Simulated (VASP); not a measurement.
Input of a VASP 6.6.1 run:

The input INCAR:

```
SYSTEM = Hf3Ta2O
  PREC = Accurate
  ENCUT = 600
  EDIFF = 1E-6
  ISMEAR = 0
  SIGMA = 0.1
  LREAL = .FALSE.
  LASPH = .TRUE.
  NELM = 100
  ALGO = Normal
  ISIF = 3
  LWAVE = .FALSE.
  LCHARG = .FALSE.
  GGA = PE
  IBRION = 2
  NSW = 90
  EDIFFG = -0.04
```

File KPOINTS:

```
regular mesh
0
G
  4 4 4
  0 0 0
```

The input POSCAR:

```
Hf3Ta2O
1.0
    0.0000000000      3.9906770500      4.8551199800
    3.1711874100      0.0000000000      4.8551199800
    3.1711874100      3.9906770500      0.0000000000
Hf Ta O
3 2 1
Direct
    0.5000000000      0.0000000000      0.5000000000
    0.0000000000      0.5000000000      0.0000000000
    0.5000000000      0.5000000000      0.5000000000
    0.5000000000      0.5000000000      0.0000000000
    0.0000000000      0.0000000000      0.5000000000
    0.0000000000      0.0000000000      0.0000000000
```

Potentials or basis: VASP PAW PBE potentials, release 64 (Hf_pv, Ta_pv, O).

The run is started by

```sh
$ cat potpaw_PBE.64/Hf_pv/POTCAR potpaw_PBE.64/Ta_pv/POTCAR potpaw_PBE.64/O/POTCAR > POTCAR
$ mpirun -np 1 vasp_std > vasp.out
```

Task: What does it give for the relaxed cell?

Result: a = 6.086 Å, b = 5.904 Å, c = 5.065 Å, α = 66.90°, β = 63.16°, γ = 49.94°.

Task: Estimate the relaxed volume.

Result: 20.48 Å³/atom.

The path:
```tsv
step	energy change (eV)	largest force (eV/Å)	pressure (GPa)	volume (Å³)
1	0.0000	0.0000	-0.62	122.88
2	-0.0763	0.0000	0.66	121.45
3	-0.1194	0.0000	2.64	119.60
4	-0.1604	0.0000	0.95	121.59
5	-0.1711	0.0000	-0.59	123.54
6	-0.1712	0.0000	-0.44	123.34
7	-0.1729	0.0000	-0.24	123.15
8	-0.1738	0.0000	0.02	122.90
```
